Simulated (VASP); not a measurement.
CsBr: relaxation of cell and atoms with r2SCAN

CsBr:

```
Cs Br
1.0
     4.39096    0.00000    0.00000
     0.00000    4.39096    0.00000
     0.00000    0.00000    4.39096
Cs Br
1 1
Direct
  0.00000 0.00000 0.00000
  0.50000 0.50000 0.50000
```

```
Program                : VASP 6.6.1
Task                   : relaxation of cell and atoms
Functional             : r2SCAN
Potentials or basis    : VASP PAW PBE potentials, release 64 (Cs_sv, Br)
Cutoff                 : 550 eV
k mesh                 : 6 × 6 × 6
Occupations            : fermi-dirac, width 0.02 eV
Spin                   : no spin polarisation
Dipole correction      : no
Further INCAR settings : ALGO = Normal; EDIFF = 1e-07; IBRION = 2; EDIFFG = -0.005; NSW = 80; ISIF = 3
```

```yaml
Relaxed_volume: 40.50 Å³/atom
Relaxed_cell: a = 4.327 Å, b = 4.327 Å, c = 4.327 Å, α = 90.00°, β = 90.00°, γ = 90.00°
Space_group_after_relaxing_to_0.1_Å: Pm-3m (No. 221)
Energy_gained_by_relaxing: 3.5 meV/atom
Ionic_steps: 4
Pressure_after_relaxing: 0.0 GPa
Band_gap_on_the_k_mesh: 5.16 eV (least direct gap 5.17 eV)
```

Step by step:
| step | energy change (eV) | largest force (eV/Å) | pressure (GPa) | volume (Å³) |
| --- | --- | --- | --- | --- |
| 1 | 0.0000 | 0.0000 | -0.60 | 84.66 |
| 2 | -0.0054 | 0.0000 | -0.30 | 82.74 |
| 3 | -0.0070 | 0.0000 | -0.04 | 81.22 |
| 4 | -0.0070 | 0.0000 | 0.01 | 81.01 |

Final structure:
```
Cs Br
1.0
     4.32687    0.00000    0.00000
     0.00000    4.32687    0.00000
     0.00000    0.00000    4.32687
Cs Br
1 1
Direct
  0.00000 0.00000 0.00000
  0.50000 0.50000 0.50000
```

Levels at points of the mesh, in eV from the valence-band top:
```
           k point  band 5  band 6  band 7  band 8  band 9  band 10  band 11  band 12
(0.00, 0.00, 0.00)   -6.58   -0.01   -0.01   -0.01    5.16     5.43     5.43     9.73
(0.50, 0.00, 0.00)   -6.48   -1.25   -0.19   -0.19    6.43     7.83     8.34     8.94
(0.50, 0.50, 0.00)   -6.42   -0.58   -0.58    0.00    5.83     6.10     7.84     7.84
(0.50, 0.50, 0.50)   -6.96   -1.12   -1.12   -1.12    8.87     8.87     8.87     9.75
```

Run time: 3.6 min on 1 thread of Intel(R) Xeon(R) Platinum 8488C (Sapphire Rapids), with other jobs on the host, peak memory 0.24 GiB.

Caveat: the PAW data sets were made with another functional, which shifts forces and pressure a little; spin-orbit coupling is left out, which moves the levels of the heavy elements. A k mesh can miss the band edges.
